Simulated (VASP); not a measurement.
# Tb4S in VASP: further runs, part 2 of 2

VASP 6.6.1. The steps go on from the part before.

## 4. Relaxation of cell and atoms, PBE

Contents of INCAR:

```
SYSTEM = Tb4S
PREC     = Accurate       ! precision mode
ENCUT    = 500            ! plane-wave cutoff, eV
EDIFF    = 1E-7           ! SCF threshold, eV
ISMEAR   = 0              ! smearing method
SIGMA    = 0.1            ! smearing width, eV
LREAL    = .False.        ! projectors in reciprocal space
LASPH    = .True.         ! aspherical terms in the spheres
NELM     = 200            ! most SCF steps
ALGO     = Normal         ! electronic algorithm
ISIF     = 3              ! what is computed and relaxed
LWAVE    = .False.        ! write WAVECAR
LCHARG   = .False.        ! write CHGCAR
GGA      = PE             ! functional
IBRION   = 2              ! ionic algorithm
NSW      = 100            ! ionic steps
EDIFFG   = -0.01          ! ionic threshold
GGA_COMPAT= .False.      
NELMIN   = 4            
LMAXMIX  = 6              ! l up to which the mixer works
```

Contents of KPOINTS:

```
regular mesh
0
Gamma
  8 8 8
  0 0 0
```

Contents of POSCAR:

```
Tb4S
1.0
   -3.2979452861      3.2979452861      3.2979452861
    3.2979452861     -3.2979452861      3.2979452861
    3.2979452861      3.2979452861     -3.2979452861
Tb S
4 1
Direct
    0.0000000000      0.0000000000      0.5000000000
    0.5000000000      0.0000000000      0.0000000000
    0.0000000000      0.5000000000      0.0000000000
    0.5000000000      0.5000000000      0.5000000000
    0.0000000000      0.0000000000      0.0000000000
```

Potentials or basis: VASP PAW PBE potentials, release 64 (Tb_3, S), 4f in core.

On the command line:

```
cat potpaw_PBE.64/Tb_3/POTCAR potpaw_PBE.64/S/POTCAR > POTCAR
mpirun -np 1 vasp_std > vasp.out
```

OUTCAR:

```text
SYSTEM = Tb4S
   PREC = Accurate
   ENCUT = 500
   EDIFF = 1E-7
   ISMEAR = 0
   LREAL = .False.
   LASPH = .True.
   NELM = 200
   ISIF = 3
   GGA = PE
   IBRION = 2
   NSW = 100
   EDIFFG = -0.01
   NELMIN = 4

 ion  position               nearest neighbor table
   1  0.000  0.000  0.500-   5 2.86   5 2.86   4 3.30   2 3.30   3 3.30   3 3.30   2 3.30   4 3.30

   2  0.500  0.000  0.000-   5 2.86   5 2.86   4 3.30   1 3.30   4 3.30   3 3.30   1 3.30   3 3.30

   3  0.000  0.500  0.000-   5 2.86   5 2.86   4 3.30   1 3.30   2 3.30   1 3.30   4 3.30   2 3.30

   4  0.500  0.500  0.500-   5 2.86   5 2.86   3 3.30   1 3.30   2 3.30   3 3.30   1 3.30   2 3.30

   5  0.000  0.000  0.000-   1 2.86   2 2.86   3 2.86   4 2.86   1 2.86   3 2.86   2 2.86   4 2.86

  LATTYP: Found a body centered cubic cell.
 ALAT       =     6.5958905722

  Lattice vectors:

 A1 = (  -3.2979452861,   3.2979452861,   3.2979452861)
 A2 = (   3.2979452861,  -3.2979452861,   3.2979452861)
 A3 = (   3.2979452861,   3.2979452861,  -3.2979452861)

Analysis of symmetry for initial positions (statically):
[... 232 lines left out ...]
 val. band max:        3.8380210550   @ k =   0.2500   0.1250  -0.0000
 cond. band min:       3.8523705094   @ k =   0.2500   0.0000   0.0000
 fundamental gap:      0.0143494544
 Fermi energy:         3.8410547737

 k-point     1 :       0.0000    0.0000    0.0000
  band No.  band energies     occupation
      1     -19.4139      2.00000
      2     -19.4139      2.00000
      3     -19.4139      2.00000
      4     -19.2763      2.00000
      5     -19.2763      2.00000
      6     -19.2763      2.00000
[... 661 lines left out ...]
     24       4.4945      0.00000
     25       4.5451      0.00000

 [... further k-points ...]

------------------------ aborting loop because EDIFF is reached ----------------------------------------

  FORCE on cell =-STRESS in cart. coord.  units (eV):
  Direction    XX          YY          ZZ          XY          YZ          ZX
  --------------------------------------------------------------------------------------
  -------------------------------------------------------------------------------------
  Total       -0.0414799     -0.0414799     -0.0414799      0.0000000     -0.0000000      0.0000000
  in kB       -0.4603360     -0.4603360     -0.4603360      0.0000000     -0.0000000      0.0000000
  external PRESSURE =      -0.4603360 kB  Pullay stress =       0.0000000 kB

 VOLUME and BASIS-vectors are now :
 -----------------------------------------------------------------------------
  energy-cutoff  :      500.00
  volume of cell :      144.37
      direct lattice vectors                 reciprocal lattice vectors
    -3.304743368  3.304743368  3.304743368     0.000000000  0.151297679  0.151297679
     3.304743368 -3.304743368  3.304743368     0.151297679  0.000000000  0.151297679
     3.304743368  3.304743368 -3.304743368     0.151297679  0.151297679  0.000000000

 POSITION                                       TOTAL-FORCE (eV/Angst)
 -----------------------------------------------------------------------------------
     -1.65237      4.95712      1.65237         0.000000      0.000000      0.000000
      4.95712      1.65237      1.65237        -0.000000     -0.000000     -0.000000
      1.65237     -1.65237      1.65237        -0.000000     -0.000000      0.000000
      1.65237      1.65237      1.65237         0.000000     -0.000000     -0.000000
      0.00000      6.60949      0.00000         0.000000     -0.000000      0.000000
 -----------------------------------------------------------------------------------
    total drift:                               -0.000000     -0.000000      0.000000

  FREE ENERGIE OF THE ION-ELECTRON SYSTEM (eV)
  ---------------------------------------------------
  free  energy   TOTEN  =       -23.6635928492 eV

  energy  without entropy=      -23.6266153397  energy(sigma->0) =      -23.64510409

 reached required accuracy - stopping structural energy minimisation
```

OSZICAR:

```text
N       E                     dE             d eps       ncg     rms          rms(c)
DAV:   1     0.187244959256E+03    0.18724E+03   -0.19512E+04  1450   0.145E+03
DAV:   2    -0.229262679667E+01   -0.18954E+03   -0.18736E+03  1510   0.379E+02
DAV:   3    -0.227497280311E+02   -0.20457E+02   -0.20083E+02  2136   0.656E+01
[... 15 lines left out ...]
DAV:   3    -0.236637098531E+02    0.14453E-02   -0.33354E-03  1716   0.317E-01    0.951E-02
DAV:   4    -0.236636053714E+02    0.10448E-03   -0.36395E-04  1863   0.123E-01    0.608E-02
DAV:   5    -0.236635935611E+02    0.11810E-04   -0.29929E-05  2028   0.324E-02    0.130E-02
DAV:   6    -0.236635928906E+02    0.67048E-06   -0.16156E-06  1798   0.644E-03    0.551E-03
DAV:   7    -0.236635928492E+02    0.41417E-07   -0.13148E-07  1116   0.188E-03
   2 F= -.23663593E+02 E0= -.23645104E+02  d E =-.528733E-03
```

Wall time 3.6 min (1 thread of Intel Xeon Platinum 8375C at 2.90GHz (Ice Lake), shared host); peak memory 0.31 GiB.

Results:

```yaml
Free_energy: -23.6636 eV
Relaxed_volume: 28.87 Å³/atom
Relaxed_cell: a = 5.724 Å, b = 5.724 Å, c = 5.724 Å, α = 109.47°, β = 109.47°, γ = 109.47°
Space_group_after_relaxing_to_0.1_Å: Im-3m (No. 229)
Energy_gained_by_relaxing: 0.1 meV/atom
Ionic_steps: 2
Pressure_after_relaxing: 0.0 GPa
Band_gap_on_the_k_mesh: zero (bands 21 and 22 overlap by 0.90 eV)
```

The path:
```
step  energy change (eV)  largest force (eV/Å)  pressure (GPa)  volume (Å³)
   1              0.0000                0.0000            0.24       143.48
   2             -0.0005                0.0000           -0.05       144.37
```

Final structure:
```
Tb S
1.0
    -3.30474    3.30474    3.30474
     3.30474   -3.30474    3.30474
     3.30474    3.30474   -3.30474
Tb S
4 1
Direct
  0.00000 0.00000 0.50000
  0.50000 0.00000 0.00000
  0.00000 0.50000 0.00000
  0.50000 0.50000 0.50000
  0.00000 0.00000 0.00000
```

Caveat: spin-orbit coupling is left out, which moves the levels of the heavy elements; the 4f electrons are frozen in the core, so they carry no moment and show no levels; the run has no spin polarisation, though such a crystal can be magnetic. Spin polarisation is off, so any magnetic state and its effect on volume and gap are missing.

## 5. Summary

| task | cell | k mesh | gap on the mesh (eV) | pressure (GPa) |
| --- | --- | --- | --- | --- |
| single point | a = 5.712 Å, angles 109.5°, 5 atoms | 4 × 4 × 4 | none | 0.3 |
| single point | a = 5.717 Å, angles 109.5°, 5 atoms | 8 × 8 × 8 | none | 0.1 |
| relaxation of cell and atoms | relaxed from a = 5.712 Å, angles 109.5°, 5 atoms | 8 × 8 × 8 | none | 0.0 |

Alike in all rows: level PBE; potentials or basis VASP PAW PBE potentials, release 64 (Tb_3, S), 4f in core; no spin polarisation; cutoff (eV) 500; smearing gaussian 0.1 eV.

Caveats: spin-orbit coupling is left out, which moves the levels of the heavy elements; the 4f electrons are frozen in the core, so they carry no moment and show no levels; the run has no spin polarisation, though such a crystal can be magnetic.

Absolute energies hang on the potentials; compare differences alone.
